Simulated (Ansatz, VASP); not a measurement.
W: VASP beside Ansatz

Contents of INCAR:

```
SYSTEM = W
ALGO = Fast
EDIFF = 1E-7
ENCUT = 520
GGA = CA
ISIF = 2
ISMEAR = 0
LASPH = .True.
LCHARG = .False.
LREAL = .False.
LWAVE = .False.
NBANDS = 13
NELM = 80
PREC = Accurate
SIGMA = 0.15
```

KPOINTS

```
k-points
0
Gamma
  20 20 20
  0 0 0
```

File POSCAR:

```
W
1.0
   -1.4478064472      1.5210356913      1.5210356913
    1.5210356913     -1.4478064472      1.5210356913
    1.5210356913      1.5210356913     -1.4478064472
W
1
Direct
    0.0000000000      0.0000000000      0.0000000000
```

Input for Ansatz:

```yaml
crystal:
  lattice:
    - [-1.4478064472, 1.5210356913, 1.5210356913]
    - [1.5210356913, -1.4478064472, 1.5210356913]
    - [1.5210356913, 1.5210356913, -1.4478064472]
  atoms:
    - { symbol: W, position: [0.0, 0.0, 0.0] }
basis:
  ecutwfc: 420
kpoints:
  mp_grid: { grid: [20, 20, 20] }
hamiltonian:
  xc: lda
  pseudopotentials: { kind: paw, azcp: { folder: soft_1 } }
scf:
  occupations: { method: gaussian, width: 0.15 }
output:
  forces: true
  stress: true
  eigenvalues: true
```

Change from the starting cell: equal engineering shear yz, xz and xy +0.0467, equal normal strain along x, y and z -0.0300.

Alike in both runs: task single point; functional LDA; k mesh 20 × 20 × 20; occupations gaussian, width 0.15 eV; no spin polarisation.

|  | VASP | Ansatz |
| --- | --- | --- |
| version | VASP 6.6.1 | Ansatz 0.2.0 |
| potentials or method | VASP PAW LDA potentials, release 64 (W_sv), cutoff 520 eV | scalar-relativistic, plane waves, PAW |
| valence electrons in the cell | 14 | 14 |

Ansatz gave:

- gap on the k mesh at the Fermi level (eV): none
- pressure (GPa): 39.0
- traceless stress, the component that is largest in VASP (GPa): -8.40

Question: What did VASP give for the same quantities?

Answer: gap on the k mesh at the Fermi level (eV): none; pressure (GPa): 41.9; traceless stress, the component that is largest in VASP (GPa): -8.60.

Ansatz warns that its potentials were made for another functional, while VASP's fit it. LDA's correlation is that of Perdew and Zunger in VASP and of Perdew and Wang (1992) in Ansatz. A gap of «none» marks a metal or a gap that the smearing closes. Both programs put the cell under a high pressure, so it lies far from rest at this level.

Neither program's run includes spin-orbit coupling.
